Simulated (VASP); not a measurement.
# PbF2 (Fm-3m) in VASP: single point with PBE-based screened hybrid with 5 % exact exchange

Aim: the single point of PbF2 with PBE-based screened hybrid with 5 % exact exchange.

All numbers are computed with VASP 6.6.1; they aren't measurements. Logs are shortened: lines on timing, memory, paths and dates and some standing lists are left out, and cuts for length are marked.

## (1) The cell of the first run

Symmetry: Fm-3m, No. 225, cubic system. The conventional cell has a = 5.892 Å, b = 5.892 Å, c = 5.892 Å, α = 90.00°, β = 90.00°, γ = 90.00°. Within 3.4 Å of Pb (site symmetry m-3m) lie 8 F at 2.55 Å. F (site symmetry -43m) has 4 Pb at 2.55 Å and 6 F at 2.95 Å within 3.4 Å.

## (2) Single point, PBE-based screened hybrid with 5 % exact exchange

Input file POSCAR:

```
PbF2
1.0
    5.8916182835      0.0000000000      0.0000000000
    0.0000000000      2.9458159519      2.9458164139
    0.0000000000     -2.9458159519      2.9458164139
Pb F
2 4
Direct
    0.5000000000      0.9699092199      0.9699092199
    0.0000000000      0.4699092199      0.4699092199
    0.7500052181      0.9699224601      0.4699213200
    0.2499947819      0.4699213200      0.9699224601
    0.7499947819      0.4699224601      0.9699213200
    0.2500052181      0.9699213200      0.4699224601
```

Input file INCAR.step1:

```
SYSTEM = PbF2
PREC = Accurate ; ENCUT = 520
EDIFF = 1E-5 ; ISMEAR = 0
SIGMA = 0.01 ; LREAL = .False.
LASPH = .True. ; NELM = 120
ALGO = Normal ; ISIF = 2
LWAVE = .True. ; LCHARG = .False.
NBANDS = 37 ; GGA = PE
GGA_COMPAT = .False. ; KPAR = 4
```

Input file INCAR.step2:

```
SYSTEM = PbF2
PREC = Accurate ; ENCUT = 520
EDIFF = 1E-6 ; ISMEAR = 0
SIGMA = 0.01 ; LREAL = .False.
LASPH = .True. ; NELM = 120
ALGO = Normal ; ISIF = 2
LWAVE = .False. ; LCHARG = .False.
GGA = PE ; LHFCALC = .True.
AEXX = 0.05 ; HFSCREEN = 0.1
PRECFOCK = Normal ; NBANDS = 37
ISTART = 1 ; GGA_COMPAT = .False.
KPAR = 4
```

Input file KPOINTS:

```
regular mesh
0
Gamma
  2 4 4
  0 0 0
```

Potentials or basis: VASP PAW PBE potentials, release 64 (Pb_d, F).

Launch:

```console
$ cat potpaw_PBE.64/Pb_d/POTCAR potpaw_PBE.64/F/POTCAR > POTCAR
$ cp INCAR.step1 INCAR
$ mpirun -np 4 vasp_std > vasp.out
$ cp INCAR.step2 INCAR
$ mpirun -np 4 vasp_std > vasp.out
```

OUTCAR:

```text
SYSTEM = PbF2
   PREC = Accurate
   ENCUT = 520
   EDIFF = 1E-6
   ISMEAR = 0
   LREAL = .False.
   LASPH = .True.
   NELM = 120
   ISIF = 2
   GGA = PE
   LHFCALC = .True.
   AEXX = 0.05
   HFSCREEN = 0.1
   PRECFOCK = Normal
   ISTART = 1

 ion  position               nearest neighbor table
   1  0.500  0.970  0.970-   5 2.55   6 2.55   3 2.55   4 2.55   5 2.55   6 2.55   3 2.55   4 2.55

   2  0.000  0.470  0.470-   3 2.55   4 2.55   5 2.55   6 2.55   3 2.55   4 2.55   6 2.55   5 2.55

   3  0.750  0.970  0.470-   2 2.55   1 2.55   2 2.55   1 2.55
   4  0.250  0.470  0.970-   2 2.55   1 2.55   2 2.55   1 2.55
   5  0.750  0.470  0.970-   1 2.55   2 2.55   1 2.55   2 2.55
   6  0.250  0.970  0.470-   1 2.55   2 2.55   1 2.55   2 2.55

  LATTYP: Found a simple tetragonal cell.
 ALAT       =     4.1660131981
 C/A-ratio  =     1.4142101821

  Lattice vectors:

 A1 = (   0.0000000000,   2.9458159519,   2.9458164139)
 A2 = (   0.0000000000,  -2.9458159519,   2.9458164139)
 A3 = (   5.8916182835,   0.0000000000,   0.0000000000)

Analysis of symmetry for initial positions (statically):
=====================================================================
 Subroutine PRICEL returns:
 Original cell was already a primitive cell.

 Routine SETGRP: Setting up the symmetry group for a
 simple tetragonal supercell.

 Subroutine GETGRP returns: Found  4 space group operations
 (whereof  2 operations were pure point group operations)
 out of a pool of 16 trial point group operations.

The static configuration has the point symmetry C_2 .
 The point group associated with its full space group is C_2v.

Analysis of symmetry for dynamics (positions and initial velocities):
=====================================================================
 Subroutine PRICEL returns:
 Original cell was already a primitive cell.

 Routine SETGRP: Setting up the symmetry group for a
 simple tetragonal supercell.

 Subroutine GETGRP returns: Found  4 space group operations
 (whereof  2 operations were pure point group operations)
 out of a pool of 16 trial point group operations.

The dynamic configuration has the point symmetry C_2 .
 The point group associated with its full space group is C_2v.

 Subroutine INISYM returns: Found  4 space group operations
 (whereof  2 operations are pure point group operations),
[... 100 lines left out ...]
   ISYM   =      3    0-nonsym 1-usesym 2-fastsym
   POTIM  = 0.5000    time-step for ionic-motion
   TEBEG  =    0.0;   TEEND  =   0.0 temperature during run
   PSTRESS=    0.0 pullay stress
   NELECT =      56.0000    total number of electrons
   NUPDOWN=      -1.0000    fix difference up-down
   EMIN   =  10.00;   EMAX   =-10.00  energy-range for DOS
   EFERMI =   0.00;   METHOD = LEGACY
   ISMEAR =     0;   SIGMA  =   0.01  broadening in eV -4-tet -1-fermi 0-gaus
   EFERMI_NEDOS =   21; number of points for ismear=-14 and -15
   IALGO  =     38    algorithm
   IMIX   =      1    mixing-type and parameters
     AMIX     =   0.40;   BMIX     =  1.00
     AMIX_MAG =   1.60;   BMIX_MAG =  1.00
  volume/ion in A,a.u.               =      17.04       115.01
  Fermi-wavevector in a.u.,A,eV,Ry     =   1.339406  2.531110 24.408963  1.794008
  Thomas-Fermi vector in A             =   2.467800
   LORBIT       =      0    0 simple, 1 ext, 2 COOP (PROOUT), +10 PAW based schemes
   GGA     = PE    functional components
   LHFCALC =     T    Hartree Fock is set to
   PRECFOCK=normal    Normal, Fast or Accurate (Low or Medium for compatibility)
   ENCUT4O =  -1.0   cutoff for four orbital integrals eV
   NKREDX  =     1    reduce k-point grid by
   NKREDY  =     1    reduce k-point grid by
   NKREDZ  =     1    reduce k-point grid by
   AEXX    =    0.0500 exact exchange contribution
   HFSCREEN=    0.1000 screening length (either q_TF or 0.3 A-1)
   HFSCREENC=   0.1000 screening length for correlation (either q_TF or 0.3 A-1)
   ENCUTFOCK=  -1.0 apply spherical cutoff to Coloumb kernel
   IVDW    =     0    specifies the selected vdW correction
   LEPSILON=     F    determine dielectric tensor
   LRPA    =     F    only Hartree local field effects (RPA)
 non-spin polarized calculation
 Gauss-broadening in eV      SIGMA  =   0.01
  energy-cutoff  :      520.00
  volume of cell :      102.25
 maximum number of plane-waves:      2773
 NGX is ok and might be reduce to    48
  NGX = 36; NGY = 24; NGZ = 24

 number of electron      55.9999975 magnetization

 Free energy of the ion-electron system (eV)
  ---------------------------------------------------
  ext. energy  EPLUGINS =         0.00000000
  ---------------------------------------------------
  free energy    TOTEN  =       -30.23553696 eV

  energy without entropy =      -30.23553696  energy(sigma->0) =      -30.23553696

 E-fermi :   1.9722     XC(G=0):  -9.1189

 val. band max:        1.8971821079   @ k =   0.0000  -0.2500   0.2500
 cond. band min:       6.6351016398   @ k =   0.0000   0.5000   0.5000
 fundamental gap:      4.7379195320
 Fermi energy:         1.9721703243

 k-point     1 :       0.0000    0.0000    0.0000
  band No.  band energies     occupation
      1     -19.8022      2.00000
      2     -19.5059      2.00000
      3     -19.3913      2.00000
      4     -19.1454      2.00000
      5     -12.8130      2.00000
      6     -12.8130      2.00000
[... 549 lines left out ...]
     36      12.4080      0.00000
     37      16.8514      0.00000

------------------------ aborting loop because EDIFF is reached ----------------------------------------

  FORCE on cell =-STRESS in cart. coord.  units (eV):
  Direction    XX          YY          ZZ          XY          YZ          ZX
  --------------------------------------------------------------------------------------
  -------------------------------------------------------------------------------------
  Total        2.2811006      2.2673914      2.2670767      0.0000000      0.0000000      0.0000000
  in kB       35.7420235     35.5272168     35.5222861      0.0000000      0.0000000      0.0000000
  external PRESSURE =      35.5971755 kB  Pullay stress =       0.0000000 kB

 VOLUME and BASIS-vectors are now :
 -----------------------------------------------------------------------------
  energy-cutoff  :      520.00
  volume of cell :      102.25
      direct lattice vectors                 reciprocal lattice vectors
     5.891618283  0.000000000  0.000000000     0.169732653  0.000000000  0.000000000
     0.000000000  2.945815952  2.945816414     0.000000000  0.169732260  0.169732234
     0.000000000 -2.945815952  2.945816414     0.000000000 -0.169732260  0.169732234

 POSITION                                       TOTAL-FORCE (eV/Angst)
 -----------------------------------------------------------------------------------
      2.94581      0.00000      5.71435        -0.000000      0.000000      0.000192
      0.00000      0.00000      2.76853        -0.000000      0.000000      0.000192
      4.41874      1.47291      4.24152        -0.000035     -0.000006     -0.000096
      1.47287     -1.47291      4.24152         0.000035      0.000006     -0.000096
      4.41868     -1.47290      4.24152         0.000035     -0.000006     -0.000096
      1.47294      1.47290      4.24152        -0.000035      0.000006     -0.000096
 -----------------------------------------------------------------------------------
    total drift:                               -0.000002     -0.000002      0.000803

  FREE ENERGIE OF THE ION-ELECTRON SYSTEM (eV)
  ---------------------------------------------------
  free  energy   TOTEN  =       -30.2355369650 eV

  energy  without entropy=      -30.2355369650  energy(sigma->0) =      -30.23553696
```

It took 17 min on 4 MPI ranks of Intel Xeon Platinum 8175M at 2.50GHz (Skylake/Cascade Lake), shared host; peak memory 0.37 GiB.

Results:

| Item | Value |
| --- | --- |
| Free energy | -30.2355 eV |
| Pressure | 3.6 GPa |
| Band gap on the k mesh | 4.74 eV |

Caveat: the k points lie up to 0.53 Å⁻¹ apart; the PAW data sets were made with another functional, which shifts forces and pressure a little; spin-orbit coupling is left out, which moves the levels of the heavy elements. A k mesh can miss the band edges.
